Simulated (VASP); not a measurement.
Ag: relaxation of cell and atoms with r2SCAN

The system is Ag.

```
Ag
1.0
     2.64104    0.00000    0.00000
     0.00000    2.64104    0.00000
     0.00000    0.00000    2.64104
Ag
1
Direct
  0.00000 0.00000 0.00000
```

This isn't the form of Ag at room conditions, which is fcc.

```
Program                : VASP 6.6.1
Task                   : relaxation of cell and atoms
Functional             : r2SCAN
Potentials or basis    : VASP PAW PBE potentials, release 64 (Ag)
Cutoff                 : 600 eV
k mesh                 : 12 × 12 × 12
Occupations            : fermi-dirac, width 0.1 eV
Spin                   : no spin polarisation
Dipole correction      : no
Further INCAR settings : ALGO = Normal; EDIFF = 1e-06; IBRION = 2; EDIFFG = -0.01; NSW = 80; ISIF = 3
```

- Relaxed volume: 20.07 Å³/atom
- Relaxed cell: a = 2.717 Å, b = 2.717 Å, c = 2.717 Å, α = 90.00°, β = 90.00°, γ = 90.00°
- Space group after relaxing (to 0.1 Å): Pm-3m (No. 221)
- Energy gained by relaxing: 40.2 meV/atom
- Ionic steps: 3
- Pressure after relaxing: 0.0 GPa
- Band gap on the k mesh: zero (an odd number of electrons rules out a gap without spin polarisation)

Step by step:
| step | energy change (eV) | largest force (eV/Å) | pressure (GPa) | volume (Å³) |
| --- | --- | --- | --- | --- |
| 1 | 0.0000 | 0.0000 | 8.62 | 18.42 |
| 2 | -0.0264 | 0.0000 | -3.67 | 21.19 |
| 3 | -0.0402 | 0.0000 | 0.04 | 20.07 |

Final structure:
```
Ag
1.0
     2.71736    0.00000    0.00000
     0.00000    2.71736    0.00000
     0.00000    0.00000    2.71736
Ag
1
Direct
  0.00000 0.00000 0.00000
```

Levels at points of the mesh, in eV from the Fermi level:
| k point | band 3 | band 4 | band 5 | band 6 | band 7 | band 8 |
| --- | --- | --- | --- | --- | --- | --- |
| (0.00, 0.00, 0.00) | -6.23 | -3.11 | -3.11 | -3.11 | 14.67 | 14.67 |
| (0.50, 0.00, 0.00) | -4.13 | -4.13 | -3.01 | -0.52 | 1.78 | 17.80 |
| (0.50, 0.50, 0.00) | -3.95 | -3.95 | -2.27 | 4.07 | 4.07 | 7.93 |
| (0.50, 0.50, 0.50) | -5.67 | -2.21 | -2.21 | 8.98 | 8.98 | 8.98 |

It took 3.1 min on 1 thread of Intel Xeon 8259CL (shared host), peak memory 0.16 GiB.

Caveat: the PAW data sets were made with another functional, which shifts forces and pressure a little.
